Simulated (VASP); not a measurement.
# Co (Pm-3m) in VASP: further runs

Runs on Co. Level: BLYP. Tasks: single point.

Program: VASP 6.6.1. These are calculated values, not measurements. Logs are shortened: lines on timing, memory, paths and dates and some standing lists are left out, and cuts for length are marked.

## Step 1: The cell of the first run

It takes space group Pm-3m (No. 221, cubic). Conventional cell: a = 2.377 Å, b = 2.377 Å, c = 2.377 Å, α = 90.00°, β = 90.00°, γ = 90.00°. Within 3.1 Å of Co (site symmetry m-3m) lie 6 Co at 2.38 Å.

This isn't the form of Co at room conditions, which is hcp.

## Step 2: Single point, BLYP, collinear spin, ferromagnetic start (13.44 Å³/atom)

INCAR

```
SYSTEM = Co
PREC = Accurate
ENCUT = 520
EDIFF = 1E-6
ISMEAR = -1
SIGMA = 0.05
LREAL = .FALSE.
LASPH = .TRUE.
NELM = 150
ALGO = Normal
ISIF = 2
LWAVE = .FALSE.
LCHARG = .FALSE.
ISPIN = 2
MAGMOM = -1.754 -1.754
LORBIT = 11
LMAXMIX = 4
GGA = B5
ALDAX = 1.0
AGGAX = 1.0
AGGAC = 1.0
ALDAC = 0.0
NBANDS = 20
```

KPOINTS

```
Automatic mesh
0
G
  13 13 13
  0 0 0
```

POSCAR

```
Co
1.0
    0.0000000000      2.3773763642      2.3773763642
    2.3773763642      0.0000000000      2.3773763642
    2.3773763642      2.3773763642      0.0000000000
Co
2
Direct
    0.0000000000      0.0000000000      0.0000000000
    0.5000000000      0.5000000000      0.5000000000
```

Potentials or basis: VASP PAW PBE potentials, release 64 (Co).

Command:

```
$ cat potpaw_PBE.64/Co/POTCAR > POTCAR
$ mpirun -np 1 vasp_std > vasp.out
```

OUTCAR:

```text
SYSTEM = Co
   PREC = Accurate
   ENCUT = 520
   EDIFF = 1E-6
   ISMEAR = -1
   LREAL = .FALSE.
   LASPH = .TRUE.
   NELM = 150
   ISIF = 2
   ISPIN = 2
   LORBIT = 11
   GGA = B5

 ion  position               nearest neighbor table
   1  0.000  0.000  0.000-   2 2.38   2 2.38   2 2.38   2 2.38   2 2.38   2 2.38
   2  0.500  0.500  0.500-   1 2.38   1 2.38   1 2.38   1 2.38   1 2.38   1 2.38

  LATTYP: Found a face centered cubic cell.
 ALAT       =     4.7547527284

  Lattice vectors:

 A1 = (   0.0000000000,   2.3773763642,   2.3773763642)
 A2 = (   2.3773763642,   0.0000000000,   2.3773763642)
 A3 = (   2.3773763642,   2.3773763642,   0.0000000000)

Analysis of symmetry for initial positions (statically):
=====================================================================
 Subroutine PRICEL returns following result:

  LATTYP: Found a simple cubic cell.
 ALAT       =     2.3773763642

  Lattice vectors:

 A1 = (  -2.3773763642,   0.0000000000,   0.0000000000)
 A2 = (   0.0000000000,   0.0000000000,   2.3773763642)
 A3 = (   0.0000000000,   2.3773763642,   0.0000000000)

   2 primitive cells build up your supercell.

 Routine SETGRP: Setting up the symmetry group for a
 face centered cubic supercell.

 Subroutine GETGRP returns: Found 48 space group operations
 (whereof 48 operations were pure point group operations)
 out of a pool of 48 trial point group operations.

The static configuration has the point symmetry O_h .

Analysis of symmetry for dynamics (positions and initial velocities):
=====================================================================
 Subroutine PRICEL returns following result:

  LATTYP: Found a simple cubic cell.
 ALAT       =     2.3773763642

  Lattice vectors:

 A1 = (  -2.3773763642,   0.0000000000,   0.0000000000)
 A2 = (   0.0000000000,   0.0000000000,   2.3773763642)
 A3 = (   0.0000000000,   2.3773763642,   0.0000000000)

   2 primitive cells build up your supercell.

 Routine SETGRP: Setting up the symmetry group for a
 face centered cubic supercell.

 Subroutine GETGRP returns: Found 48 space group operations
 (whereof 48 operations were pure point group operations)
 out of a pool of 48 trial point group operations.

The dynamic configuration has the point symmetry O_h .

Analysis of structural, dynamic, and magnetic symmetry:
=====================================================================
 Subroutine PRICEL returns following result:

  LATTYP: Found a simple cubic cell.
 ALAT       =     2.3773763642

  Lattice vectors:

 A1 = (  -2.3773763642,   0.0000000000,   0.0000000000)
 A2 = (   0.0000000000,   0.0000000000,   2.3773763642)
 A3 = (   0.0000000000,   2.3773763642,   0.0000000000)

   2 primitive cells build up your supercell.

 Routine SETGRP: Setting up the symmetry group for a
 face centered cubic supercell.

 Subroutine GETGRP returns: Found 48 space group operations
 (whereof 48 operations were pure point group operations)
 out of a pool of 48 trial point group operations.

The overall configuration has the point symmetry O_h .

 Subroutine INISYM returns: Found 48 space group operations
 (whereof 48 operations are pure point group operations),
 and found     2 'primitive' translations

----------------------------------------------------------------------------------------

                                     Primitive cell

  volume of cell :      13.4367

  direct lattice vectors                    reciprocal lattice vectors
    -2.377376364  0.000000000  0.000000000    -0.420631758  0.000000000  0.000000000
     0.000000000  0.000000000  2.377376364     0.000000000  0.000000000  0.420631758
     0.000000000  2.377376364  0.000000000     0.000000000  0.420631758  0.000000000

  length of vectors
     2.377376364  2.377376364  2.377376364     0.420631758  0.420631758  0.420631758

  position of ions in fractional coordinates (direct lattice)
     0.000000000  0.000000000  0.000000000

  ion indices of the primitive-cell ions
   primitive index   ion index
                 1           1

----------------------------------------------------------------------------------------

 KPOINTS: Automatic mesh

Automatic generation of k-mesh.
 Grid dimensions read from file:
 generate k-points for:   13   13   13

 Generating k-lattice:

  Cartesian coordinates                     Fractional coordinates (reciprocal lattice)
    -0.016178145  0.016178145  0.016178145     0.076923077  0.000000000  0.000000000
     0.016178145 -0.016178145  0.016178145     0.000000000  0.076923077  0.000000000
     0.016178145  0.016178145 -0.016178145     0.000000000  0.000000000  0.076923077

  Length of vectors
     0.028021368  0.028021368  0.028021368

  Shift w.r.t. Gamma in fractional coordinates (k-lattice)
     0.000000000  0.000000000  0.000000000

 Subroutine IBZKPT returns following result:
 ===========================================

 Found     84 irreducible k-points:

 Following reciprocal coordinates:
            Coordinates               Weight
  0.000000  0.000000  0.000000      1.000000
  0.076923  0.000000  0.000000      8.000000
  0.153846  0.000000  0.000000      8.000000
  0.230769  0.000000  0.000000      8.000000
  0.307692  0.000000  0.000000      8.000000
  0.384615  0.000000  0.000000      8.000000
[... 16 lines left out ...]
  0.384615  0.153846  0.000000     24.000000
  0.461538  0.153846  0.000000     24.000000
 [... further k-points ...]
   k-points           NKPTS =     84   k-points in BZ     NKDIM =     84   number of bands    NBANDS=     20
   number of dos      NEDOS =    301   number of ions     NIONS =      2
   total plane-waves  NPLWV =  21952
   dimension x,y,z NGX =    28 NGY =   28 NGZ =   28
   dimension x,y,z NGXF=    56 NGYF=   56 NGZF=   56
   ions per type =               2
   NGX,Y,Z   is equivalent  to a cutoff of  13.85, 13.85, 13.85 a.u.
   NGXF,Y,Z  is equivalent  to a cutoff of  27.69, 27.69, 27.69 a.u.
 SYSTEM =  Co
   PREC   = accura    normal or accurate (medium, high low for compatibility)
   ISTART =      0    job   : 0-new  1-cont  2-samecut
   ICHARG =      2    charge: 1-file 2-atom 10-const
   ISPIN  =      2    spin polarized calculation?
   LNONCOLLINEAR =      F non collinear calculations
   LSORBIT =      F    spin-orbit coupling
   LASPH  =      T    aspherical Exc in radial PAW
   ENCUT  =  520.0 eV  38.22 Ry    6.18 a.u.   6.25  6.25  6.25*2*pi/ulx,y,z
   NELM   =    150;   NELMIN=  2; NELMDL= -5     # of ELM steps
   EDIFF  = 0.1E-05   stopping-criterion for ELM
   LREAL  =      F    real-space projection
   EDIFFG = 0.1E-04   stopping-criterion for IOM
   NSW    =      0    number of steps for IOM
   IBRION =     -1    ionic relax: 0-MD 1-quasi-New 2-CG
   NFREE  =      0    steps in history (QN), initial steepest desc. (CG)
   ISIF   =      2    stress and relaxation
   ISYM   =      2    0-nonsym 1-usesym 2-fastsym
   POTIM  = 0.5000    time-step for ionic-motion
   TEBEG  =    0.0;   TEEND  =   0.0 temperature during run
   PSTRESS=    0.0 pullay stress
   NELECT =      18.0000    total number of electrons
   NUPDOWN=      -1.0000    fix difference up-down
   EMIN   =  10.00;   EMAX   =-10.00  energy-range for DOS
   EFERMI =   0.00;   METHOD = LEGACY
   ISMEAR =    -1;   SIGMA  =   0.05  broadening in eV -4-tet -1-fermi 0-gaus
   EFERMI_NEDOS =   21; number of points for ismear=-14 and -15
   IALGO  =     38    algorithm
   IMIX   =      4    mixing-type and parameters
     AMIX     =   0.40;   BMIX     =  1.00
     AMIX_MAG =   1.60;   BMIX_MAG =  1.00
  volume/ion in A,a.u.               =      13.44        90.68
  Fermi-wavevector in a.u.,A,eV,Ry     =   1.432378  2.706802 27.915176  2.051708
  Thomas-Fermi vector in A             =   2.552012
   LORBIT       =     11    0 simple, 1 ext, 2 COOP (PROOUT), +10 PAW based schemes
   GGA     = B5    functional components
   LHFCALC =     F    Hartree Fock is set to
   AEXX    =    0.0000 exact exchange contribution
   IVDW    =     0    specifies the selected vdW correction
   LEPSILON=     F    determine dielectric tensor
   LRPA    =     F    only Hartree local field effects (RPA)
 spin polarized calculation
  energy-cutoff  :      520.00
  volume of cell :       26.87
 maximum number of plane-waves:       742
 NGX is ok and might be reduce to    28
   NGX = 13   NGY = 13   NGZ = 13

 number of electron      18.0000003 magnetization      -3.7240339

 Free energy of the ion-electron system (eV)
  ---------------------------------------------------
  ext. energy  EPLUGINS =         0.00000000
  ---------------------------------------------------
  free energy    TOTEN  =       -10.94376120 eV

  energy without entropy =      -10.91819091  energy(sigma->0) =      -10.93097605

 E-fermi :   8.2335     XC(G=0): -11.4967

 val. band max:        8.2319287619   @ k =  -0.4615   0.0769   0.0000
 cond. band min:       8.2438441871   @ k =  -0.3846   0.0769   0.0000
 fundamental gap:      0.0119154253
 Fermi energy:         8.2334516726

 spin component 1

 k-point     1 :       0.0000    0.0000    0.0000
  band No.  band energies     occupation
      1       0.5916      1.00000
      2       5.3895      1.00000
      3       5.3895      1.00000
      4       5.9755      1.00000
      5       5.9755      1.00000
      6       5.9755      1.00000
[... 12 lines left out ...]
     19      26.9066      0.00000
[... 513 lines left out ...]
      4       6.6891      1.00000
      5       6.7541      1.00000
      6       7.4917      1.00000
[... 12 lines left out ...]
     19      28.0119      0.00000
     20      33.5024      0.00000

 [... further k-points ...]

 spin component 2

 k-point     1 :       0.0000    0.0000    0.0000
  band No.  band energies     occupation
      1       0.4372      1.00000
      2       4.1105      1.00000
      3       4.1105      1.00000
      4       4.2619      1.00000
      5       4.2619      1.00000
      6       4.2619      1.00000
[... 12 lines left out ...]
     19      26.5436      0.00000
[... 513 lines left out ...]
      4       5.2948      1.00000
      5       5.3423      1.00000
      6       5.6650      1.00000
[... 12 lines left out ...]
     19      27.5972      0.00000
     20      33.1833      0.00000

 [... further k-points ...]

------------------------ aborting loop because EDIFF is reached ----------------------------------------

  FORCE on cell =-STRESS in cart. coord.  units (eV):
  Direction    XX          YY          ZZ          XY          YZ          ZX
  --------------------------------------------------------------------------------------
  -------------------------------------------------------------------------------------
  Total       -0.0696949     -0.0696949     -0.0696949     -0.0000000     -0.0000000      0.0000000
  in kB       -4.1551629     -4.1551629     -4.1551629     -0.0000000     -0.0000000      0.0000000
  external PRESSURE =      -4.1551629 kB  Pullay stress =       0.0000000 kB

 VOLUME and BASIS-vectors are now :
 -----------------------------------------------------------------------------
  energy-cutoff  :      520.00
  volume of cell :       26.87
      direct lattice vectors                 reciprocal lattice vectors
     0.000000000  2.377376364  2.377376364    -0.210315879  0.210315879  0.210315879
     2.377376364  0.000000000  2.377376364     0.210315879 -0.210315879  0.210315879
     2.377376364  2.377376364  0.000000000     0.210315879  0.210315879 -0.210315879

 POSITION                                       TOTAL-FORCE (eV/Angst)
 -----------------------------------------------------------------------------------
      0.00000      0.00000      0.00000        -0.000000      0.000000     -0.000000
      2.37738      2.37738      2.37738         0.000000     -0.000000      0.000000
 -----------------------------------------------------------------------------------
    total drift:                                0.000000      0.000000      0.000000

  FREE ENERGIE OF THE ION-ELECTRON SYSTEM (eV)
  ---------------------------------------------------
  free  energy   TOTEN  =       -10.9437611982 eV

  energy  without entropy=      -10.9181909055  energy(sigma->0) =      -10.93097605

 total charge

# of ion       s       p       d       tot
------------------------------------------
    1        0.478   0.365   7.285   8.129
    2        0.478   0.365   7.285   8.129
--------------------------------------------------
tot          0.957   0.731  14.571  16.258

 magnetization (x)

# of ion       s       p       d       tot
------------------------------------------
    1       -0.006   0.008  -1.870  -1.868
    2       -0.006   0.008  -1.870  -1.868
--------------------------------------------------
tot         -0.011   0.016  -3.740  -3.736
```

Wall time 99 s (1 thread of AMD EPYC 9R45 (Zen 5), shared host); peak memory 0.18 GiB.

Results:

| Property | Result |
| --- | --- |
| Free energy | -10.9438 eV |
| Pressure | -0.4 GPa |
| Net moment | -3.72 μB per cell |
| Site moments | Co -1.87 μB |
| Valence electrons inside the program's atomic spheres | Co 8.13 |

Levels at points of the mesh, in eV from the Fermi level:
Spin up:
```csv
k point,band 3,band 4,band 5,band 6,band 7,band 8,band 9,band 10,band 11,band 12
"(0.00, 0.00, 0.00)",-2.84,-2.26,-2.26,-2.26,1.10,1.10,1.10,1.62,1.62,11.35
```
Spin down:
```csv
k point,band 7,band 8,band 9,band 10,band 11,band 12,band 13,band 14,band 15,band 16
"(0.00, 0.00, 0.00)",-1.16,-1.16,-1.16,-0.07,-0.07,11.01,11.01,11.01,13.46,16.32
```

Caveat: the PAW data sets were made with another functional, which shifts forces and pressure a little.

[end of part 1 of 2]
